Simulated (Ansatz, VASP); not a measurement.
**C in VASP and in Ansatz**

File INCAR:

```
ALGO = Normal
EDIFF = 1E-6
ENCUT = 520
GGA = PE
ISIF = 2
ISMEAR = 0
LASPH = T
LCHARG = T
LELF = T
LREAL = F
LVHAR = T
LWAVE = F
NBANDS = 36
NELM = 60
PREC = Accurate
SIGMA = 0.05
```

File KPOINTS:

```
k-points
0
Gamma
  10 10 2
```

Contents of POSCAR:

```
C
1.0
    1.7834000000     -1.7834000000      0.0000000000
    1.7834000000      0.0000000000     -1.7834000000
    8.9170000000      6.2419000000      6.2419000000
C
12
Direct
    0.5312333333      0.5312333333      0.2708666667
   -0.0521000000     -0.0521000000      0.1042000000
    0.1145666667      0.1145666667      0.4375333333
    0.2812333333      0.2812333333      0.7708666667
    0.6979000000      0.6979000000      0.6042000000
   -0.1354333333     -0.1354333333      0.9375333333
    0.4687333333      0.4687333333      0.3958666667
    0.8854000000      0.8854000000      0.2292000000
    0.0520666667      0.0520666667      0.5625333333
    0.2187333333      0.2187333333      0.8958666667
   -0.3646000000     -0.3646000000      0.7292000000
    0.3020666667      0.3020666667      0.0625333333
```

Input for Ansatz:

```yaml
crystal:
  lattice:
    - [1.7834, -1.7834, 0.0]
    - [1.7834, 0.0, -1.7834]
    - [8.917, 6.2419, 6.2419]
  atoms:
    - { symbol: C, position: [0.5312333333, 0.5312333333, 0.2708666667] }
    - { symbol: C, position: [-0.0521, -0.0521, 0.1042] }
    - { symbol: C, position: [0.1145666667, 0.1145666667, 0.4375333333] }
    - { symbol: C, position: [0.2812333333, 0.2812333333, 0.7708666667] }
    - { symbol: C, position: [0.6979, 0.6979, 0.6042] }
    - { symbol: C, position: [-0.1354333333, -0.1354333333, 0.9375333333] }
    - { symbol: C, position: [0.4687333333, 0.4687333333, 0.3958666667] }
    - { symbol: C, position: [0.8854, 0.8854, 0.2292] }
    - { symbol: C, position: [0.0520666667, 0.0520666667, 0.5625333333] }
    - { symbol: C, position: [0.2187333333, 0.2187333333, 0.8958666667] }
    - { symbol: C, position: [-0.3646, -0.3646, 0.7292] }
    - { symbol: C, position: [0.3020666667, 0.3020666667, 0.0625333333] }
basis:
  ecutwfc: 420
kpoints:
  mp_grid: { grid: [10, 10, 2] }
hamiltonian:
  xc: pbe
scf:
  occupations: { method: gaussian, width: 0.05 }
output:
  forces: true
  stress: true
  eigenvalues: true
```

Alike in both runs: task single point; functional PBE; k mesh 10 × 10 × 2; occupations gaussian, width 0.05 eV; no spin polarisation.

|  | VASP | Ansatz |
| --- | --- | --- |
| version | VASP 6.6.1 | Ansatz 0.2.0 |
| potentials or method | VASP PAW PBE potentials, release 64 (C), cutoff 520 eV | scalar-relativistic, plane waves, PAW |
| valence electrons in the cell | 48 | 48 |

VASP gave:

```
gap on the k mesh at the Fermi level (eV)                     : none
pressure (GPa)                                                : 4.8
traceless stress, the component that is largest in VASP (GPa) : 15.14
rms of the force components (eV/Å)                            : 0.810
```

Q: What did Ansatz give for the same quantities?

A: gap on the k mesh at the Fermi level (eV): none; pressure (GPa): 4.1; traceless stress, the component that is largest in VASP (GPa): 15.14; rms of the force components (eV/Å): 0.815.

Atom by atom the forces differ by 0.006 eV/Å (rms over components). A gap of «none» marks a metal or a gap that the smearing closes.
